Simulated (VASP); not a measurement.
# Ir (P6_3/mmc) in VASP: a series of runs

Runs on Ir. Level: PBEsol. Tasks: single point.

Everything below comes from runs of VASP 6.6.1. Logs are shortened: lines on timing, memory, paths and dates and some standing lists are left out, and cuts for length are marked.

**1. The cell of the first run**

Symmetry: P6_3/mmc, No. 194, hexagonal system. Conventional cell: a = 2.531 Å, b = 2.531 Å, c = 4.284 Å, α = 90.00°, β = 90.00°, γ = 120.00°. Within 3.3 Å of Ir (site symmetry -6m2) lie 12 Ir at 2.53 to 2.59 Å.

This isn't the form of Ir at room conditions, which is fcc.

**2. Single point, PBEsol (strain -0.080 along x and y, -0.040 along z)**

Contents of INCAR:

```
  PREC = Accurate
  ENCUT = 520
  EDIFF = 1E-6
  ISMEAR = 0
  SIGMA = 0.15
  LREAL = F
  LASPH = T
  NELM = 80
  ALGO = Fast
  ISIF = 2
  LWAVE = F
  LCHARG = F
  GGA = PS
  NBANDS = 16
```

Contents of KPOINTS:

```
regular mesh
0
Gamma
  18 18 12
```

Contents of POSCAR:

```
Ir
1.0
    2.5312676630      0.0000000000      0.0000000000
   -1.2656338315      2.1921420999      0.0000000000
    0.0000000000      0.0000000000      4.2837984000
Ir
2
Direct
    0.6666666667      0.3333333333      0.7500000000
    0.3333333333      0.6666666667      0.2500000000
```

Potentials or basis: VASP PAW PBE potentials, release 64 (Ir).

Launch:

```console
> cat potpaw_PBE.64/Ir/POTCAR > POTCAR
> mpirun -np 1 vasp_std > vasp.out
```

OUTCAR:

```text
PREC = Accurate
   ENCUT = 520
   EDIFF = 1E-6
   ISMEAR = 0
   LREAL = F
   LASPH = T
   NELM = 80
   ISIF = 2
   GGA = PS

 ion  position               nearest neighbor table
   1  0.667  0.333  0.750-   2 2.59   2 2.59   2 2.59   2 2.59   2 2.59   2 2.59
   2  0.333  0.667  0.250-   1 2.59   1 2.59   1 2.59   1 2.59   1 2.59   1 2.59

  LATTYP: Found a hexagonal cell.
 ALAT       =     2.5312676630
 C/A-ratio  =     1.6923529908

  Lattice vectors:

 A1 = (   2.5312676630,   0.0000000000,   0.0000000000)
 A2 = (  -1.2656338315,   2.1921420999,   0.0000000000)
 A3 = (   0.0000000000,   0.0000000000,   4.2837984000)

Analysis of symmetry for initial positions (statically):
=====================================================================
 Subroutine PRICEL returns:
 Original cell was already a primitive cell.

 Routine SETGRP: Setting up the symmetry group for a
 hexagonal supercell.

 Subroutine GETGRP returns: Found 24 space group operations
 (whereof 12 operations were pure point group operations)
 out of a pool of 24 trial point group operations.

The static configuration has the point symmetry D_3d.
 The point group associated with its full space group is D_6h.

Analysis of symmetry for dynamics (positions and initial velocities):
=====================================================================
 Subroutine PRICEL returns:
 Original cell was already a primitive cell.

 Routine SETGRP: Setting up the symmetry group for a
 hexagonal supercell.

 Subroutine GETGRP returns: Found 24 space group operations
 (whereof 12 operations were pure point group operations)
 out of a pool of 24 trial point group operations.

The dynamic configuration has the point symmetry D_3d.
 The point group associated with its full space group is D_6h.

 Subroutine INISYM returns: Found 24 space group operations
 (whereof 12 operations are pure point group operations),
 and found     1 'primitive' translations

----------------------------------------------------------------------------------------

                                     Primitive cell

  volume of cell :      23.7704

  direct lattice vectors                    reciprocal lattice vectors
     2.531267663  0.000000000  0.000000000     0.395058972  0.228087404  0.000000000
    -1.265633831  2.192142100  0.000000000     0.000000000  0.456174807  0.000000000
     0.000000000  0.000000000  4.283798400     0.000000000  0.000000000  0.233437689

  length of vectors
     2.531267663  2.531267663  4.283798400     0.456174807  0.456174807  0.233437689
[... 82 lines left out ...]
   LREAL  =      F    real-space projection
   EDIFFG = 0.1E-04   stopping-criterion for IOM
   NSW    =      0    number of steps for IOM
   IBRION =     -1    ionic relax: 0-MD 1-quasi-New 2-CG
   NFREE  =      0    steps in history (QN), initial steepest desc. (CG)
   ISIF   =      2    stress and relaxation
   ISYM   =      2    0-nonsym 1-usesym 2-fastsym
   POTIM  = 0.5000    time-step for ionic-motion
   TEBEG  =    0.0;   TEEND  =   0.0 temperature during run
   PSTRESS=    0.0 pullay stress
   NELECT =      18.0000    total number of electrons
   NUPDOWN=      -1.0000    fix difference up-down
   EMIN   =  10.00;   EMAX   =-10.00  energy-range for DOS
   EFERMI =   0.00;   METHOD = LEGACY
   ISMEAR =     0;   SIGMA  =   0.15  broadening in eV -4-tet -1-fermi 0-gaus
   EFERMI_NEDOS =   21; number of points for ismear=-14 and -15
   IALGO  =     68    algorithm
   IMIX   =      4    mixing-type and parameters
     AMIX     =   0.40;   BMIX     =  1.00
     AMIX_MAG =   1.60;   BMIX_MAG =  1.00
  volume/ion in A,a.u.               =      11.89        80.21
  Fermi-wavevector in a.u.,A,eV,Ry     =   1.492177  2.819806 30.294634  2.226593
  Thomas-Fermi vector in A             =   2.604738
   LORBIT       =      0    0 simple, 1 ext, 2 COOP (PROOUT), +10 PAW based schemes
   GGA     = PS    functional components
   LHFCALC =     F    Hartree Fock is set to
   AEXX    =    0.0000 exact exchange contribution
   IVDW    =     0    specifies the selected vdW correction
   LEPSILON=     F    determine dielectric tensor
   LRPA    =     F    only Hartree local field effects (RPA)
 non-spin polarized calculation
 RMM-DIIS sequential band-by-band and
 Gauss-broadening in eV      SIGMA  =   0.15
  energy-cutoff  :      520.00
  volume of cell :       23.77
 maximum number of plane-waves:       652
 NGX is ok and might be reduce to    20
   NGX =  9   NGY =  9   NGZ = 15

 number of electron      18.0000000 magnetization

 Free energy of the ion-electron system (eV)
  ---------------------------------------------------
  ext. energy  EPLUGINS =         0.00000000
  ---------------------------------------------------
  free energy    TOTEN  =       -18.19692844 eV

  energy without entropy =      -18.17908484  energy(sigma->0) =      -18.18800664

 E-fermi :  13.6596     XC(G=0): -15.1394

 val. band max:       13.6591966709   @ k =   0.3333   0.2778   0.0000
 cond. band min:      13.6632323616   @ k =   0.3889   0.1667   0.1667
 fundamental gap:      0.0040356907
 Fermi energy:        13.6595837617

 k-point     1 :       0.0000    0.0000    0.0000
  band No.  band energies     occupation
      1       0.3804      2.00000
      2       3.3077      2.00000
      3       7.9857      2.00000
      4       8.6596      2.00000
      5       8.6596      2.00000
      6       9.4199      2.00000
[... 433 lines left out ...]
      3       4.8256      2.00000
      4       8.3628      2.00000
      5       8.7599      2.00000
      6       8.8579      2.00000
[... 8 lines left out ...]
     15      25.4915      0.00000
     16      27.9609      0.00000

 [... further k-points ...]

------------------------ aborting loop because EDIFF is reached ----------------------------------------

  FORCE on cell =-STRESS in cart. coord.  units (eV):
  Direction    XX          YY          ZZ          XY          YZ          ZX
  --------------------------------------------------------------------------------------
  -------------------------------------------------------------------------------------
  Total       17.1744747     17.1744747     12.4108663     -0.0000000      0.0000000      0.0000000
  in kB     1157.5992745   1157.5992744    836.5210620     -0.0000000      0.0000000      0.0000000
  external PRESSURE =    1050.5732036 kB  Pullay stress =       0.0000000 kB

 VOLUME and BASIS-vectors are now :
 -----------------------------------------------------------------------------
  energy-cutoff  :      520.00
  volume of cell :       23.77
      direct lattice vectors                 reciprocal lattice vectors
     2.531267663  0.000000000  0.000000000     0.395058972  0.228087404  0.000000000
    -1.265633831  2.192142100  0.000000000     0.000000000  0.456174807  0.000000000
     0.000000000  0.000000000  4.283798400     0.000000000  0.000000000  0.233437689

 POSITION                                       TOTAL-FORCE (eV/Angst)
 -----------------------------------------------------------------------------------
      1.26563      0.73071      3.21285         0.000000     -0.000000      0.000000
     -0.00000      1.46143      1.07095        -0.000000      0.000000      0.000000
 -----------------------------------------------------------------------------------
    total drift:                               -0.000000      0.000000     -0.000000

  FREE ENERGIE OF THE ION-ELECTRON SYSTEM (eV)
  ---------------------------------------------------
  free  energy   TOTEN  =       -18.1969284358 eV

  energy  without entropy=      -18.1790848419  energy(sigma->0) =      -18.18800664
```

OSZICAR:

```text
N       E                     dE             d eps       ncg     rms          rms(c)
DAV:   1     0.149908977690E+03    0.14991E+03   -0.86216E+03  8288   0.117E+03
DAV:   2    -0.157514294309E+02   -0.16566E+03   -0.15114E+03  8304   0.322E+02
DAV:   3    -0.192043663019E+02   -0.34529E+01   -0.34221E+01 11256   0.564E+01
DAV:   4    -0.192443359320E+02   -0.39970E-01   -0.39963E-01  9528   0.499E+00
DAV:   5    -0.192454305114E+02   -0.10946E-02   -0.10946E-02 11640   0.862E-01    0.368E+01
RMM:   6    -0.184545699022E+02    0.79086E+00   -0.54084E-01  8411   0.824E+00    0.171E+01
RMM:   7    -0.182047336301E+02    0.24984E+00   -0.43599E-01  8823   0.559E+00    0.184E+00
RMM:   8    -0.182004921538E+02    0.42415E-02   -0.62737E-02  9742   0.286E+00    0.140E+00
RMM:   9    -0.181999314365E+02    0.56072E-03   -0.12848E-02  9997   0.813E-01    0.412E-01
RMM:  10    -0.181969715160E+02    0.29599E-02   -0.13507E-02  8728   0.156E+00    0.228E-01
RMM:  11    -0.181969164143E+02    0.55102E-04   -0.12857E-03  9256   0.434E-01    0.227E-01
RMM:  12    -0.181969489471E+02   -0.32533E-04   -0.36312E-04  9795   0.120E-01    0.147E-01
RMM:  13    -0.181969476550E+02    0.12921E-05   -0.54596E-05 11194   0.528E-02    0.173E-01
RMM:  14    -0.181969343046E+02    0.13350E-04   -0.11655E-05  9514   0.399E-02    0.960E-02
RMM:  15    -0.181969292707E+02    0.50339E-05   -0.77246E-06  9519   0.276E-02    0.469E-02
RMM:  16    -0.181969284358E+02    0.83490E-06   -0.26471E-06  6996   0.128E-02
   1 F= -.18196928E+02 E0= -.18188007E+02  d E =-.178436E-01
```

Run time: 82 s. Hardware: 1 thread of AMD EPYC 7R13 (Zen 3), shared host; peak memory 0.17 GiB.

What came out:

* Free energy: -18.1969 eV
* Pressure: 105.1 GPa
* Band gap on the k mesh: zero (bands 9 and 10 overlap by 4.81 eV)

Caveat: the cell differs from its parent crystal (strain -0.080 along x and y, -0.040 along z); the stress differs along the axes, from 84 to 116 GPa; the PAW data sets were made with another functional, which shifts forces and pressure a little; spin-orbit coupling is left out, which moves the levels of the heavy elements.

**3. Single point, PBEsol (strain -0.080 along x and y, +0.000 along z)**

Contents of INCAR:

```
ALGO = Normal
EDIFF = 1E-7
ENCUT = 520
GGA = PS
ISIF = 2
ISMEAR = 0
LASPH = True
LCHARG = False
LREAL = False
LWAVE = False
NBANDS = 16
NELM = 80
PREC = Accurate
SIGMA = 0.15
```

Contents of KPOINTS:

```
k-points
0
Gamma
  18 18 12
```

Changes to POSCAR since step 2:

```diff
@@ -4,3 +4,3 @@
    -1.2656338315      2.1921420999      0.0000000000
-    0.0000000000      0.0000000000      4.2837984000
+    0.0000000000      0.0000000000      4.4622900000
 Ir
```

Potentials or basis: VASP PAW PBE potentials, release 64 (Ir).

Launch:

```console
> cat potpaw_PBE.64/Ir/POTCAR > POTCAR
> mpirun -np 1 vasp_std > vasp.out
```

OUTCAR:

```text
EDIFF = 1E-7
   ENCUT = 520
   GGA = PS
   ISIF = 2
   ISMEAR = 0
   LASPH = True
   LREAL = False
   NELM = 80
   PREC = Accurate

 ion  position               nearest neighbor table
   1  0.667  0.333  0.750-   2 2.67   2 2.67   2 2.67   2 2.67   2 2.67   2 2.67
   2  0.333  0.667  0.250-   1 2.67   1 2.67   1 2.67   1 2.67   1 2.67   1 2.67

  LATTYP: Found a hexagonal cell.
 ALAT       =     2.5312676630
 C/A-ratio  =     1.7628676988

  Lattice vectors:

[... 645 lines left out ...]

------------------------ aborting loop because EDIFF is reached ----------------------------------------

  FORCE on cell =-STRESS in cart. coord.  units (eV):
  Direction    XX          YY          ZZ          XY          YZ          ZX
  --------------------------------------------------------------------------------------
  -------------------------------------------------------------------------------------
  Total       14.7407451     14.7407451      5.7901943      0.0000000      0.0000000      0.0000000
  in kB      953.8178708    953.8178708    374.6615731      0.0000000      0.0000000      0.0000000
  external PRESSURE =     760.7657716 kB  Pullay stress =       0.0000000 kB

 VOLUME and BASIS-vectors are now :
 -----------------------------------------------------------------------------
  energy-cutoff  :      520.00
  volume of cell :       24.76
      direct lattice vectors                 reciprocal lattice vectors
     2.531267663  0.000000000  0.000000000     0.395058972  0.228087404  0.000000000
    -1.265633831  2.192142100  0.000000000     0.000000000  0.456174807  0.000000000
     0.000000000  0.000000000  4.462290000     0.000000000  0.000000000  0.224100182

 POSITION                                       TOTAL-FORCE (eV/Angst)
 -----------------------------------------------------------------------------------
      1.26563      0.73071      3.34672        -0.000000      0.000000      0.000000
     -0.00000      1.46143      1.11557         0.000000     -0.000000      0.000000
 -----------------------------------------------------------------------------------
    total drift:                               -0.000000      0.000000     -0.000000

  FREE ENERGIE OF THE ION-ELECTRON SYSTEM (eV)
  ---------------------------------------------------
  free  energy   TOTEN  =       -18.5648903778 eV

  energy  without entropy=      -18.5457743174  energy(sigma->0) =      -18.55533235
```

OSZICAR:

```text
N       E                     dE             d eps       ncg     rms          rms(c)
DAV:   1     0.148071040294E+03    0.14807E+03   -0.86590E+03  8288   0.116E+03
DAV:   2    -0.160952585400E+02   -0.16417E+03   -0.14931E+03  8304   0.320E+02
DAV:   3    -0.195987638694E+02   -0.35035E+01   -0.34708E+01 11408   0.564E+01
DAV:   4    -0.196387303524E+02   -0.39966E-01   -0.39959E-01  9512   0.499E+00
DAV:   5    -0.196398399561E+02   -0.11096E-02   -0.11096E-02 11568   0.867E-01    0.330E+01
DAV:   6    -0.188118330897E+02    0.82801E+00   -0.74452E-01 10704   0.114E+01    0.151E+01
DAV:   7    -0.185789353501E+02    0.23290E+00   -0.35394E-01 11048   0.747E+00    0.196E+00
DAV:   8    -0.185651971793E+02    0.13738E-01   -0.11913E-02 10000   0.128E+00    0.219E-01
DAV:   9    -0.185648921768E+02    0.30500E-03   -0.10674E-03 11584   0.427E-01    0.791E-02
DAV:  10    -0.185648897767E+02    0.24001E-05   -0.23731E-05 10864   0.482E-02    0.257E-02
DAV:  11    -0.185648904351E+02   -0.65844E-06   -0.13446E-06 11688   0.120E-02    0.170E-03
DAV:  12    -0.185648903778E+02    0.57328E-07   -0.29585E-08  7064   0.167E-03
   1 F= -.18564890E+02 E0= -.18555332E+02  d E =-.191161E-01
```

stdout:

```text
POSCAR found type information on POSCAR Ir
 POSCAR found :  1 types and       2 ions
 scaLAPACK will be used
 -----------------------------------------------------------------------------
|                                                                             |
|                                                                             |
|     You enforced a specific xc type in the INCAR file but a different       |
|     I HOPE YOU KNOW WHAT YOU ARE DOING!                                     |
|                                                                             |
 -----------------------------------------------------------------------------

 LDA part: xc-table for (Slater+PW92), standard interpolation
 POSCAR, INCAR and KPOINTS ok, starting setup
 FFT: planning ... GRIDC
 FFT: planning ... GRID_SOFT
 FFT: planning ... GRID
 WAVECAR not read
 entering main loop
```

It took 84 s on 1 thread of AMD EPYC 7R13 (Zen 3), shared host; peak memory 0.18 GiB.

Results:

| Property | Result |
| --- | --- |
| Free energy | -18.5649 eV |
| Pressure | 76.1 GPa |
| Band gap on the k mesh | zero (bands 9 and 10 overlap by 4.63 eV) |

Levels at points of the mesh, in eV from the Fermi level:
```tsv
k point	band 5	band 6	band 7	band 8	band 9	band 10	band 11	band 12	band 13	band 14
(0.00, 0.00, 0.00)	-4.60	-4.00	-4.00	-1.98	-1.92	-1.92	0.59	0.59	7.30	14.55
(0.50, 0.00, 0.00)	-4.17	-4.01	-3.62	0.97	1.79	2.12	3.83	5.51	9.60	10.44
(0.00, 0.00, 0.50)	-4.57	-4.57	-4.57	-4.57	-0.30	-0.30	-0.30	-0.30	13.39	13.39
(0.50, 0.00, 0.50)	-2.10	-2.10	-1.11	-1.11	1.97	1.97	2.37	2.37	9.58	9.58
```

Caveat: the cell differs from its parent crystal (strain -0.080 along x and y, +0.000 along z); the stress differs along the axes, from 37 to 95 GPa; the PAW data sets were made with another functional, which shifts forces and pressure a little; spin-orbit coupling is left out, which moves the levels of the heavy elements.

**4. Single point, PBEsol (strain -0.040 along x and y, -0.080 along z)**

Changes to INCAR since step 3:

```diff
@@ -1,3 +1,3 @@
-ALGO = Normal
-EDIFF = 1E-7
+ALGO = Fast
+EDIFF = 1E-6
 ENCUT = 520
```

KPOINTS is that of step 3.

Contents of POSCAR:

```
Ir
1.0
    2.6413227788      0.0000000000      0.0000000000
   -1.3206613894      2.2874526260      0.0000000000
    0.0000000000      0.0000000000      4.1053068000
Ir
2
Direct
    0.6666666667      0.3333333333      0.7500000000
    0.3333333333      0.6666666667      0.2500000000
```

Launch:

```console
> cat potpaw_PBE.64/Ir/POTCAR > POTCAR
> mpirun -np 1 vasp_std > vasp.out
```

It took 1.8 min on 1 thread of AMD EPYC 7R13 (Zen 3), shared host; peak memory 0.17 GiB.

Results (log left out):

```yaml
Free_energy: -18.7474 eV
Pressure: 72.5 GPa
Band_gap_on_the_k_mesh: zero (bands 9 and 10 overlap by 4.14 eV)
```

Stress tensor (GPa, compression positive):
```
62.29  0.00  0.00
 0.00 62.29  0.00
 0.00  0.00 92.95
```

Levels at points of the mesh, in eV from the Fermi level:
| k point | band 5 | band 6 | band 7 | band 8 | band 9 | band 10 | band 11 | band 12 | band 13 | band 14 |
| --- | --- | --- | --- | --- | --- | --- | --- | --- | --- | --- |
| (0.00, 0.00, 0.00) | -4.43 | -3.93 | -3.93 | -3.46 | -3.46 | -0.78 | 0.22 | 0.22 | 8.90 | 13.61 |
| (0.50, 0.00, 0.00) | -4.42 | -4.14 | -3.42 | 0.50 | 1.16 | 1.45 | 3.33 | 4.88 | 9.10 | 11.43 |
| (0.00, 0.00, 0.50) | -5.17 | -5.17 | -5.17 | -5.17 | -0.60 | -0.60 | -0.60 | -0.60 | 13.30 | 13.30 |
| (0.50, 0.00, 0.50) | -2.96 | -2.96 | -1.41 | -1.41 | 0.90 | 0.90 | 2.21 | 2.21 | 8.75 | 8.75 |

Caveat: the cell differs from its parent crystal (strain -0.040 along x and y, -0.080 along z); the stress differs along the axes, from 62 to 93 GPa; the PAW data sets were made with another functional, which shifts forces and pressure a little; spin-orbit coupling is left out, which moves the levels of the heavy elements.

(Continued in part 2 of 2.)
